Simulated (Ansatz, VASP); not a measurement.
## KBr: VASP beside Ansatz

```
CELL_PARAMETERS angstrom
0.00000 3.34189 3.19373
3.34189 0.00000 3.19373
3.34189 3.34189 0.00000
ATOMIC_POSITIONS crystal
K 0.00000 0.00000 0.00000
Br 0.50000 0.50000 0.50000
```

Change from the starting cell: strain +0.015 along x and y, -0.030 along z, atoms carried along.

Alike in both runs: task single point; functional r2SCAN; k mesh 6 × 6 × 6; occupations gaussian, width 0.05 eV; no spin polarisation.

|  | VASP | Ansatz |
| --- | --- | --- |
| version | VASP 6.6.1 | Ansatz 0.2.0 |
| potentials or method | VASP PAW PBE potentials, release 64 (K_sv, Br), cutoff 520 eV | scalar-relativistic, plane waves, PAW |
| valence electrons in the cell | 16 | 16 |

VASP gave:

* gap on the k mesh at the Fermi level (eV): 5.07
* least direct gap on the mesh (eV): 5.07
* pressure (GPa): 0.3
* traceless stress, the component that is largest in VASP (GPa): 1.22

**Question.** What did Ansatz give for the same quantities?

**Answer.** gap on the k mesh at the Fermi level (eV): 5.07; least direct gap on the mesh (eV): 5.07; pressure (GPa): 0.3; traceless stress, the component that is largest in VASP (GPa): 1.20.

VASP's potentials were made for PBE, not for r2SCAN. The functional is the same, so the differences come from potentials, cutoffs and numerics.
